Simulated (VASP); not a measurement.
Runs of VASP 6.6.1 on Ti. The structure is that of space group I4/mmm (No. 139), or close to it. The cells are those of the table. 

| cell | further INCAR settings | gap on the mesh (eV) | pressure (GPa) |
| --- | --- | --- | --- |
| a = 2.848 Å, angles 112.1, 112.1, 104.2°, 1 atom | ALGO = Fast; EDIFF = 1e-06; NBANDS = 12 | none | (a) |
| a = 2.858 Å, angles 105.4, 105.4, 118.0°, 1 atom | ALGO = Fast; EDIFF = 1e-07; NBANDS = 12 | none | -10.8 |
| a = 2.888 Å, angles 117.3, 117.3, 94.8°, 1 atom | ALGO = Fast; EDIFF = 1e-06; NBANDS = 12 | none | -10.4 |
| a = 2.864 Å, angles 114.7, 114.7, 99.4°, 1 atom | ALGO = Fast; EDIFF = 1e-06; NBANDS = 12 | none | -10.3 |
| a = 2.949 Å, angles 100.0, 100.0, 130.6°, 1 atom | ALGO = Fast; EDIFF = 1e-06; NBANDS = 12 | none | -9.2 |
| a = 2.912 Å, angles 101.5, 101.5, 126.9°, 1 atom | ALGO = Fast; EDIFF = 1e-06; NBANDS = 12 | none | -10.4 |
| a = 2.847 Å, angles 107.3, 107.3, 113.9°, 1 atom | ALGO = Fast; EDIFF = 1e-06; NBANDS = 12 | none | -10.8 |
| a = 2.879 Å, angles 103.5, 103.5, 122.2°, 1 atom | ALGO = Fast; EDIFF = 1e-06; NBANDS = 12 | none | -10.8 |

Alike in all rows: task single point; level LDA; potentials or basis VASP PAW LDA potentials, release 64 (Ti_sv); no spin polarisation; k mesh 22 × 22 × 22; cutoff (eV) 520; smearing gaussian 0.15 eV.

Problem. Estimate the missing entries.

Solution. (a) -10.7.

A gap of «none» marks levels without a gap at the run's occupations.
